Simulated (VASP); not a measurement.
ZnSe (Stilleite), 2 atoms in the cell. It takes space group F-43m (No. 216, cubic). Conventional cell: a = 5.668 Å, b = 5.668 Å, c = 5.668 Å, α = 90.00°, β = 90.00°, γ = 90.00°. Se (site symmetry -43m) has 4 Zn at 2.45 Å within 3.2 Å. Zn (site symmetry -43m) has 4 Se at 2.45 Å within 3.2 Å. 

* Program: VASP 6.6.1
* Task: single point
* Functional: B3LYP5
* Potentials or basis: VASP PAW PBE potentials, release 64 (Se, Zn)
* Cutoff: 520 eV
* k mesh: 5 × 5 × 5
* Occupations: gaussian, width 0.1 eV
* Spin: non-collinear spin, zero start, spin-orbit coupling
* Starting moments: [[0.0, 0.0, 0.0], [0.0, 0.0, 0.0]] μB
* Dipole correction: no
* Grid for exact exchange (PRECFOCK): Normal
* Further INCAR settings: ALGO = Normal; EDIFF = 1e-06; NBANDS = 30

Potentials or basis: VASP PAW PBE potentials, release 64 (Se, Zn).

Run with:

```bash
$ cat potpaw_PBE.64/Se/POTCAR potpaw_PBE.64/Zn/POTCAR > POTCAR
$ cp INCAR.step1 INCAR
$ mpirun -np 1 vasp_ncl > vasp.out
$ cp INCAR.step2 INCAR
$ mpirun -np 1 vasp_ncl > vasp.out
```

Hardware: 1 × NVIDIA H100 80GB with 1 thread of AMD EPYC 7R13 Processor (Zen 3), on a shared host.

How long does it take, and how much memory?

Run time: 32 min on 1 × NVIDIA H100 80GB with 1 thread of AMD EPYC 7R13 Processor (Zen 3), with other jobs on the host, peak memory 1.3 GiB. Counts: k points 14.
